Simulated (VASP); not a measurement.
Wanted: the native input for a VASP 6.6.1 run.

| Quantity | Value |
| --- | --- |
| Task | single point |
| Functional | r2SCAN |
| Dispersion | D3(BJ) |
| Potentials or basis | VASP PAW PBE potentials, release 64 (N, O, C) |
| Cutoff | 520 eV |
| k mesh | 1 × 1 × 1 |
| Occupations | fermi-dirac, width 0.05 eV |
| Spin | no spin polarisation |
| Dipole correction | no |
| Further INCAR settings | LREAL = Auto; ALGO = Normal; EDIFF = 1e-07; NBANDS = 54 |

System: CN2O.

```
N O C
1.0
     7.74175    0.00000    0.00000
     0.00000    7.74175    0.00000
     0.00000    0.00000    7.74175
N O C
8 4 4
Direct
  0.94295 0.01794 0.91514
  0.95582 0.91520 0.81752
  0.99342 0.32698 0.73680
  0.89112 0.37511 0.64838
  0.85444 0.66241 0.32410
  0.86673 0.58044 0.20754
  0.46121 0.14574 0.79908
  0.57543 0.08999 0.74101
  0.46262 0.66870 0.85202
  0.31910 0.82237 0.34110
  0.23654 0.22951 0.12070
  0.74183 0.14375 0.27788
  0.51397 0.53524 0.84119
  0.37214 0.69349 0.30997
  0.15354 0.28698 0.22300
  0.63048 0.04902 0.25519
```

These files were run (other wordings do the same):

POSCAR

```
CN2O
1.0
    7.7417530000      0.0000000000      0.0000000000
    0.0000000000      7.7417530000      0.0000000000
    0.0000000000      0.0000000000      7.7417530000
N O C
8 4 4
Direct
   -0.0570542615      0.0179416729     -0.0848645003
   -0.0441760413     -0.0847999155     -0.1824780512
    0.9934184157      0.3269802072      0.7367969503
    0.8911160043      0.3751088416      0.6483802829
    0.8544447233      0.6624081135      0.3240997226
    0.8667287629      0.5804370147      0.2075369752
    0.4612133712      0.1457421853      0.7990825850
    0.5754252299      0.0899925379      0.7410078828
    0.4626213210      0.6686986785      0.8520163327
    0.3191008548      0.8223718840      0.3410984566
    0.2365355753      0.2295087430      0.1206961782
    0.7418345690      0.1437529717      0.2778827999
    0.5139662813      0.5352405327      0.8411919109
    0.3721379383      0.6934863461      0.3099685562
    0.1535440358      0.2869763476      0.2229985896
    0.6304773609      0.0490199054      0.2551876817
```

INCAR.step1

```
  PREC = Accurate
  ENCUT = 520
  ISMEAR = -1
  SIGMA = 0.05
  LREAL = Auto
  LASPH = True
  NELM = 80
  NBANDS = 54
  GGA = PE
  ALGO = Normal
  EDIFF = 1E-4
  LWAVE = True
  LCHARG = False
```

INCAR.step2

```
  PREC = Accurate
  ENCUT = 520
  EDIFF = 1E-7
  ISMEAR = -1
  SIGMA = 0.05
  LREAL = Auto
  LASPH = True
  NELM = 80
  ALGO = Normal
  ISIF = 2
  LWAVE = False
  LCHARG = False
  METAGGA = R2SCAN
  LMIXTAU = True
  IVDW = 12
  VDW_S6 = 1.0
  VDW_S8 = 0.78981345
  VDW_A1 = 0.49484001
  VDW_A2 = 5.73083694
  NBANDS = 54
  ISTART = 1
```

KPOINTS

```
regular mesh
0
Gamma
  1 1 1
```

Potentials or basis: VASP PAW PBE potentials, release 64 (N, O, C).

The run is started by

```console
$ cat potpaw_PBE.64/N/POTCAR potpaw_PBE.64/O/POTCAR potpaw_PBE.64/C/POTCAR > POTCAR
$ cp INCAR.step1 INCAR
$ mpirun -np 1 vasp_gam > vasp.out
$ cp INCAR.step2 INCAR
$ mpirun -np 1 vasp_gam > vasp.out
```

It gave:

```
Pressure                   : 1.6 GPa
Largest force              : 4.448 eV/Å
Dispersion energy per atom : -0.023 eV
```

Caveat: the k points lie up to 0.81 Å⁻¹ apart; the standard files for N, O and F lose accuracy on very short bonds; the atoms stand as in a frame of molecular dynamics; the PAW data sets were made with another functional, which shifts forces and pressure a little.

Wall time 6.9 min on 1 thread of AMD EPYC 7R13, with other jobs on the host, peak memory 0.5 GiB.
